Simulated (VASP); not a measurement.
# Si2Mo: single point with r2SCAN+D3(BJ)

Si2Mo:

```
Mo Si
1.0
    -1.57838    1.57838    3.87738
     1.57838   -1.57838    3.87738
     1.57838    1.57838   -3.87738
Mo Si
1 2
Direct
  0.00000 0.00000 0.00000
  0.66700 0.66700 0.00000
  0.33300 0.33300 0.00000
```

```json
{
 "Program": "VASP 6.6.1",
 "Task": "single point",
 "Functional": "r2SCAN",
 "Dispersion": "D3(BJ)",
 "Potentials or basis": "VASP PAW PBE potentials, release 64 (Mo_sv, Si)",
 "Cutoff": "520 eV",
 "k mesh": "12 × 12 × 12",
 "Occupations": "fermi-dirac, width 0.05 eV",
 "Spin": "no spin polarisation"
}
```

```yaml
Pressure: 5.2 GPa
Largest_force: 0.273 eV/Å
Band_gap_on_the_k_mesh: zero (band 11 reaches 13.43 eV, above the bottom of band 12 at 12.29 eV)
Dispersion_energy_per_atom: -0.283 eV
```

Forces on the atoms (eV/Å):
```
Mo   0.000  0.000  0.000
Si   0.000  0.000 -0.273
Si   0.000  0.000  0.273
```

Stress tensor (GPa, compression positive):
```
5.60 0.00 0.00
0.00 5.60 0.00
0.00 0.00 4.32
```

Levels at points of the mesh, in eV from the Fermi level:
```csv
k point,band 8,band 9,band 10,band 11,band 12,band 13,band 14,band 15
"(0.00, 0.00, 0.00)",-3.29,-2.96,-2.96,0.43,3.12,3.66,3.94,3.94
"(0.50, 0.00, 0.00)",-4.93,-2.87,-2.81,-0.62,2.67,3.26,4.59,4.72
"(0.50, 0.50, 0.00)",-5.44,-4.93,-3.45,-1.30,2.75,3.17,3.41,3.58
"(0.50, 0.50, 0.50)",-2.50,-0.66,-0.66,-0.60,-0.60,0.58,5.13,6.31
```

Wall time 4.2 min on 1 thread of Intel(R) Xeon(R) 6975P-C (Granite Rapids) (shared host), peak memory 0.29 GiB.

Caveat: the PAW data sets were made with another functional, which shifts forces and pressure a little; pairwise dispersion overbinds metals, which lowers pressure and volume.
